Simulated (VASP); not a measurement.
# Si6Ni in VASP: single point with PBEsol

Aim: the single point of Si6Ni with PBEsol.

All numbers are computed with VASP 6.6.1; they aren't measurements. Logs are shortened: lines on timing, memory, paths and dates and some standing lists are left out, and cuts for length are marked.

## Step 1: The cell of the first run

The cell holds a slab with vacuum, 7 atoms: a = 3.842 Å, b = 3.842 Å, c = 25.791 Å, α = 90.00°, β = 90.00°, γ = 90.00°.

## Step 2: Single point, PBEsol, collinear spin, ferromagnetic start

Contents of INCAR:

```
PREC = Accurate ; ENCUT = 520
EDIFF = 1E-7 ; ISMEAR = 0
SIGMA = 0.05 ; LREAL = F
LASPH = T ; NELM = 150
ALGO = Normal ; ISIF = 2
LWAVE = F ; LCHARG = T
ISPIN = 2 ; MAGMOM = 0 0 0 0 0 0 2
LORBIT = 11 ; LMAXMIX = 4
LDIPOL = T ; IDIPOL = 3
DIPOL = 0.5 0.5 0.486 ; GGA = PS
LELF = T ; LVHAR = T
LVACPOTAV = T ; NBANDS = 30
```

Contents of KPOINTS:

```
regular mesh
0
Gamma
  8 8 1
```

Contents of POSCAR:

```
Si6Ni
1.0
    3.8417168319      0.0000000000      0.0000000000
    0.0000000000      3.8417168319      0.0000000000
    0.0000000000      0.0000000000     25.7912600581
Si Ni
6 1
Direct
    0.0000000000      0.5000000000      0.3295690083
    0.0000000000      0.0000000000      0.3822322751
    0.5000000000      0.0000000000      0.4348955421
    0.5000000000      0.5000000000      0.4874490044
    0.0000000000      0.5000000000      0.5398674421
    0.0000000000      0.0000000000      0.5936306935
    0.5000000000      0.0000000000      0.6372983137
```

Potentials or basis: VASP PAW PBE potentials, release 64 (Si, Ni).

Launch:

```
cat potpaw_PBE.64/Si/POTCAR potpaw_PBE.64/Ni/POTCAR > POTCAR
mpirun -np 1 vasp_std > vasp.out
```

OUTCAR:

```text
PREC = Accurate
   ENCUT = 520
   EDIFF = 1E-7
   ISMEAR = 0
   LREAL = F
   LASPH = T
   NELM = 150
   ISIF = 2
   ISPIN = 2
   LORBIT = 11
   GGA = PS

 ion  position               nearest neighbor table
   1  0.000  0.500  0.330-   2 2.35   2 2.35
   2  0.000  0.000  0.382-   1 2.35   1 2.35   3 2.35   3 2.35
   3  0.500  0.000  0.435-   4 2.35   4 2.35   2 2.35   2 2.35
   4  0.500  0.500  0.487-   5 2.35   5 2.35   3 2.35   3 2.35
   5  0.000  0.500  0.540-   4 2.35   4 2.35   6 2.37   6 2.37
   6  0.000  0.000  0.594-   7 2.23   7 2.23   5 2.37   5 2.37
   7  0.500  0.000  0.637-   6 2.23   6 2.23

  LATTYP: Found a simple tetragonal cell.
 ALAT       =     3.8417168319
 C/A-ratio  =     6.7134724361

  Lattice vectors:

 A1 = (   3.8417168319,   0.0000000000,   0.0000000000)
 A2 = (   0.0000000000,   3.8417168319,   0.0000000000)
 A3 = (   0.0000000000,   0.0000000000,  25.7912600581)

Analysis of symmetry for initial positions (statically):
=====================================================================
 Subroutine PRICEL returns:
 Original cell was already a primitive cell.

 Routine SETGRP: Setting up the symmetry group for a
 simple tetragonal supercell.

 Subroutine GETGRP returns: Found  4 space group operations
 (whereof  4 operations were pure point group operations)
 out of a pool of 16 trial point group operations.

The static configuration has the point symmetry C_2v.

Analysis of symmetry for dynamics (positions and initial velocities):
=====================================================================
 Subroutine PRICEL returns:
 Original cell was already a primitive cell.

 Routine SETGRP: Setting up the symmetry group for a
 simple tetragonal supercell.

 Subroutine GETGRP returns: Found  4 space group operations
 (whereof  4 operations were pure point group operations)
 out of a pool of 16 trial point group operations.

The dynamic configuration has the point symmetry C_2v.

Analysis of structural, dynamic, and magnetic symmetry:
=====================================================================
 Subroutine PRICEL returns:
 Original cell was already a primitive cell.

 Routine SETGRP: Setting up the symmetry group for a
 simple tetragonal supercell.

 Subroutine GETGRP returns: Found  4 space group operations
 (whereof  4 operations were pure point group operations)
 out of a pool of 16 trial point group operations.

The overall configuration has the point symmetry C_2v.

 Subroutine INISYM returns: Found  4 space group operations
 (whereof  4 operations are pure point group operations),
 and found     1 'primitive' translations

----------------------------------------------------------------------------------------

                                     Primitive cell

  volume of cell :     380.6477

  direct lattice vectors                    reciprocal lattice vectors
     3.841716832  0.000000000  0.000000000     0.260300289  0.000000000  0.000000000
     0.000000000  3.841716832  0.000000000     0.000000000  0.260300289  0.000000000
     0.000000000  0.000000000 25.791260058     0.000000000  0.000000000  0.038772825

  length of vectors
     3.841716832  3.841716832 25.791260058     0.260300289  0.260300289  0.038772825

  position of ions in fractional coordinates (direct lattice)
     0.000000000  0.500000000  0.329569008
     0.000000000  0.000000000  0.382232275
     0.500000000  0.000000000  0.434895542
     0.500000000  0.500000000  0.487449004
     0.000000000  0.500000000  0.539867442
     0.000000000  0.000000000  0.593630694
     0.500000000  0.000000000  0.637298314

  ion indices of the primitive-cell ions
   primitive index   ion index
                 1           1
                 2           2
                 3           3
                 4           4
                 5           5
                 6           6
                 7           7

----------------------------------------------------------------------------------------

 KPOINTS: regular mesh

Automatic generation of k-mesh.
[... 51 lines left out ...]
   dimension x,y,z NGXF=    60 NGYF=   60 NGZF=  384
   ions per type =               6   1
   NGX,Y,Z   is equivalent  to a cutoff of  12.98, 12.98, 12.38 a.u.
   NGXF,Y,Z  is equivalent  to a cutoff of  25.96, 25.96, 24.75 a.u.
 SYSTEM =  unknown system
   PREC   = accura    normal or accurate (medium, high low for compatibility)
   ISTART =      0    job   : 0-new  1-cont  2-samecut
   ICHARG =      2    charge: 1-file 2-atom 10-const
   ISPIN  =      2    spin polarized calculation?
   LNONCOLLINEAR =      F non collinear calculations
   LSORBIT =      F    spin-orbit coupling
   LASPH  =      T    aspherical Exc in radial PAW
   ENCUT  =  520.0 eV  38.22 Ry    6.18 a.u.   7.14  7.14 47.95*2*pi/ulx,y,z
   NELM   =    150;   NELMIN=  2; NELMDL= -5     # of ELM steps
   EDIFF  = 0.1E-06   stopping-criterion for ELM
   LREAL  =      F    real-space projection
   EDIFFG = 0.1E-05   stopping-criterion for IOM
   NSW    =      0    number of steps for IOM
   IBRION =     -1    ionic relax: 0-MD 1-quasi-New 2-CG
   NFREE  =      0    steps in history (QN), initial steepest desc. (CG)
   ISIF   =      2    stress and relaxation
   ISYM   =      2    0-nonsym 1-usesym 2-fastsym
   POTIM  = 0.5000    time-step for ionic-motion
   TEBEG  =    0.0;   TEEND  =   0.0 temperature during run
   PSTRESS=    0.0 pullay stress
   NELECT =      34.0000    total number of electrons
   NUPDOWN=      -1.0000    fix difference up-down
   EMIN   =  10.00;   EMAX   =-10.00  energy-range for DOS
   EFERMI =   0.00;   METHOD = LEGACY
   ISMEAR =     0;   SIGMA  =   0.05  broadening in eV -4-tet -1-fermi 0-gaus
   EFERMI_NEDOS =   21; number of points for ismear=-14 and -15
   IALGO  =     38    algorithm
   IMIX   =      4    mixing-type and parameters
     AMIX     =   0.40;   BMIX     =  1.00
     AMIX_MAG =   1.60;   BMIX_MAG =  1.00
  volume/ion in A,a.u.               =      54.38       366.96
  Fermi-wavevector in a.u.,A,eV,Ry     =   0.731802  1.382905  7.286378  0.535534
  Thomas-Fermi vector in A             =   1.824108
   LORBIT       =     11    0 simple, 1 ext, 2 COOP (PROOUT), +10 PAW based schemes
   GGA     = PS    functional components
   LHFCALC =     F    Hartree Fock is set to
   AEXX    =    0.0000 exact exchange contribution
   IVDW    =     0    specifies the selected vdW correction
   LEPSILON=     F    determine dielectric tensor
   LRPA    =     F    only Hartree local field effects (RPA)
 spin polarized calculation
 Gauss-broadening in eV      SIGMA  =   0.05
  energy-cutoff  :      520.00
  volume of cell :      380.65
 maximum number of plane-waves:     10280
 NGX is ok and might be reduce to    30
   NGX = 15   NGY = 15   NGZ = 95

 dipolmoment           0.000000      0.000000      0.013501 electrons x Angstroem

 number of electron      34.0000009 magnetization       0.4043173

 dipolmoment           0.000000      0.000000     -0.067346 electrons x Angstroem

 Free energy of the ion-electron system (eV)
  ---------------------------------------------------
  ext. energy  EPLUGINS =         0.00000000
  ---------------------------------------------------
  free energy    TOTEN  =       -36.07652306 eV

  energy without entropy =      -36.06992649  energy(sigma->0) =      -36.07322477

 E-fermi :  -1.2443     XC(G=0):  -4.1782

 val. band max:       -1.2583962201   @ k =   0.0000   0.2500   0.0000
 cond. band min:      -1.2391051870   @ k =   0.2500   0.1250   0.0000
 fundamental gap:      0.0192910332
 Fermi energy:        -1.2443300522

 spin component 1

 k-point     1 :       0.0000    0.0000    0.0000
  band No.  band energies     occupation
      1     -12.5464      1.00000
      2     -11.3795      1.00000
      3      -9.7133      1.00000
      4      -7.6147      1.00000
      5      -5.3068      1.00000
      6      -3.6039      1.00000
[... 757 lines left out ...]
     28       4.8580      0.00000
     29       5.2989      0.00000

 [... further k-points ...]

 spin component 2

 k-point     1 :       0.0000    0.0000    0.0000
  band No.  band energies     occupation
      1     -12.5415      1.00000
      2     -11.3718      1.00000
      3      -9.7105      1.00000
      4      -7.6108      1.00000
      5      -5.2814      1.00000
      6      -3.5594      1.00000
[... 757 lines left out ...]
     28       4.8720      0.00000
     29       5.3217      0.00000

 [... further k-points ...]

 [bands above 29 left out]

------------------------ aborting loop because EDIFF is reached ----------------------------------------

  FORCE on cell =-STRESS in cart. coord.  units (eV):
  Direction    XX          YY          ZZ          XY          YZ          ZX
  --------------------------------------------------------------------------------------
  -------------------------------------------------------------------------------------
  Total       -4.8701139     -1.8519942     -0.1722502      0.0000000      0.0000000      0.0000000
  in kB      -20.4987056     -7.7951942     -0.7250152      0.0000000      0.0000000      0.0000000
  external PRESSURE =      -9.6729717 kB  Pullay stress =       0.0000000 kB

 VOLUME and BASIS-vectors are now :
 -----------------------------------------------------------------------------
  energy-cutoff  :      520.00
  volume of cell :      380.65
      direct lattice vectors                 reciprocal lattice vectors
     3.841716832  0.000000000  0.000000000     0.260300289  0.000000000  0.000000000
     0.000000000  3.841716832  0.000000000     0.000000000  0.260300289  0.000000000
     0.000000000  0.000000000 25.791260058     0.000000000  0.000000000  0.038772825

 POSITION                                       TOTAL-FORCE (eV/Angst)
 -----------------------------------------------------------------------------------
      0.00000      1.92086      8.50000         0.000000      0.000000      0.153675
      0.00000      0.00000      9.85825         0.000000      0.000000     -0.121149
      1.92086      0.00000     11.21650         0.000000      0.000000     -0.057247
      1.92086      1.92086     12.57192         0.000000      0.000000      0.027200
      0.00000      1.92086     13.92386         0.000000      0.000000     -0.018999
      0.00000      0.00000     15.31048         0.000000      0.000000     -0.013749
      1.92086      0.00000     16.43673         0.000000      0.000000      0.030268
 -----------------------------------------------------------------------------------
    total drift:                                0.000000      0.000000     -0.000464

  FREE ENERGIE OF THE ION-ELECTRON SYSTEM (eV)
  ---------------------------------------------------
  free  energy   TOTEN  =       -36.0765230570 eV

  energy  without entropy=      -36.0699264916  energy(sigma->0) =      -36.07322477

 vacuum level on the upper side and lower side of the slab         3.279         4.104

 total charge

# of ion       s       p       d       tot
------------------------------------------
    1        0.860   0.720   0.000   1.579
    2        0.762   0.923   0.000   1.686
    3        0.767   0.904   0.000   1.671
    4        0.763   0.923   0.000   1.686
    5        0.769   0.905   0.000   1.674
    6        0.786   0.870   0.000   1.657
    7        0.502   0.197   8.445   9.144
--------------------------------------------------
tot          5.209   5.442   8.445  19.096

 magnetization (x)

# of ion       s       p       d       tot
------------------------------------------
    1       -0.001  -0.003   0.000  -0.004
    2       -0.000   0.001   0.000   0.001
    3       -0.000   0.002   0.000   0.002
    4       -0.001  -0.000   0.000  -0.001
    5       -0.000   0.013   0.000   0.012
    6       -0.001  -0.002   0.000  -0.003
    7        0.022  -0.001   0.352   0.373
--------------------------------------------------
tot          0.020   0.009   0.352   0.381
```

Wall time 45 min (1 thread of Intel Xeon Platinum 8259CL at 2.50GHz (Skylake/Cascade Lake), shared host); peak memory 0.85 GiB.

What came out:

* Free energy: -36.0765 eV
* Largest force: 0.154 eV/Å
* Net moment: 0.40 μB per cell
* Site moments: Si -0.00, +0.00, +0.01; Ni +0.37 μB
* Valence electrons inside the program's atomic spheres: Si 1.58, 1.69, 1.67, 1.66; Ni 9.14

Forces in eV/Å, atoms in the order of the input:
```
Si   0.000  0.000  0.154
Si   0.000  0.000 -0.121
Si   0.000  0.000 -0.057
Si   0.000  0.000  0.027
Si   0.000  0.000 -0.019
Si   0.000  0.000 -0.014
Ni   0.000  0.000  0.030
```

Caveat: the PAW data sets were made with another functional, which shifts forces and pressure a little.
